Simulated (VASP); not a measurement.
Runs of VASP 6.6.1 on SnTe. The structure is that of space group Fm-3m (No. 225), or close to it. The cells are those of the table. 

```csv
cell,gap on the mesh (eV),pressure (GPa)
"a = 4.624 Å, angles 60.0°, 2 atoms",(b),(a)
"a = 4.681 Å, angles 60.0°, 2 atoms",(c),-3.2
"a = 4.394 Å, angles 60.0°, 2 atoms",0.23,4.6
"a = 4.535 Å, angles 60.0°, 2 atoms",0.06,-0.1
```

Alike in all rows: task single point; level PBE; potentials or basis VASP PAW PBE potentials, release 64 (Sn_d, Te); no spin polarisation; k mesh 10 × 10 × 10; cutoff (eV) 520; smearing gaussian 0.01 eV.

Q: Estimate the missing entries.

A: (a) -2.2; (b) 0.21; (c) 0.29.

Caveats: spin-orbit coupling is left out, which moves the levels of the heavy elements; the cell stands under tension (at least some runs); the cell stands under pressure (at least some runs).

A k mesh can miss the band edges, and the runs leave out spin-orbit coupling on Sn, Te.
